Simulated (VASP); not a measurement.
Wanted: the native input for a VASP 6.6.1 run.

* Task: single point
* Functional: HSE06
* Potentials or basis: VASP PAW PBE potentials, release 64 (I, Na_pv)
* Cutoff: 520 eV
* k mesh: 4 × 4 × 4
* Occupations: fermi-dirac, width 0.05 eV
* Spin: no spin polarisation
* Dipole correction: no
* Grid for exact exchange (PRECFOCK): Normal
* Further INCAR settings: ALGO = Normal; EDIFF = 1e-06; NBANDS = 14
* Share of exact exchange: 0.25
* Screening parameter: 0.2079 1/Å

NaI:

```
I Na
1.0
     0.00000    3.17033    3.17033
     3.17033    0.00000    3.17033
     3.17033    3.17033    0.00000
I Na
1 1
Direct
  0.50000 0.50000 0.50000
  0.00000 0.00000 0.00000
```

One way to write it, as run:

POSCAR

```
NaI
1.0
    0.0000000000      3.1703324822      3.1703324822
    3.1703324822      0.0000000000      3.1703324822
    3.1703324822      3.1703324822      0.0000000000
I Na
1 1
Direct
    0.5000000000      0.5000000000      0.5000000000
    0.0000000000      0.0000000000      0.0000000000
```

INCAR.step1

```
  PREC = Accurate
  ENCUT = 520
  EDIFF = 1E-5
  ISMEAR = -1
  SIGMA = 0.05
  LREAL = F
  LASPH = T
  NELM = 100
  ALGO = Normal
  ISIF = 2
  LWAVE = T
  LCHARG = F
  NBANDS = 14
  GGA = PE
```

INCAR.step2

```
  PREC = Accurate
  ENCUT = 520
  EDIFF = 1E-6
  ISMEAR = -1
  SIGMA = 0.05
  LREAL = F
  LASPH = T
  NELM = 100
  ALGO = Normal
  ISIF = 2
  LWAVE = F
  LCHARG = F
  GGA = PE
  LHFCALC = T
  HFSCREEN = 0.2079
  PRECFOCK = Normal
  NBANDS = 14
  ISTART = 1
```

KPOINTS

```
Automatic mesh
0
Gamma
  4 4 4
```

Potentials or basis: VASP PAW PBE potentials, release 64 (I, Na_pv).

Launch:

```console
$ cat potpaw_PBE.64/I/POTCAR potpaw_PBE.64/Na_pv/POTCAR > POTCAR
$ cp INCAR.step1 INCAR
$ mpirun -np 1 vasp_std > vasp.out
$ cp INCAR.step2 INCAR
$ mpirun -np 1 vasp_std > vasp.out
```

Results of the run:

| Item | Value |
| --- | --- |
| Pressure | 1.4 GPa |
| Band gap on the k mesh | 4.84 eV |

Caveat: the k points lie up to 0.43 Å⁻¹ apart; the PAW data sets were made with another functional, which shifts forces and pressure a little; spin-orbit coupling is left out, which moves the levels of the heavy elements.

Wall time 3.3 min on 1 thread of AMD EPYC 9R45 96-Core Processor (Zen 5) (shared host), peak memory 0.28 GiB.
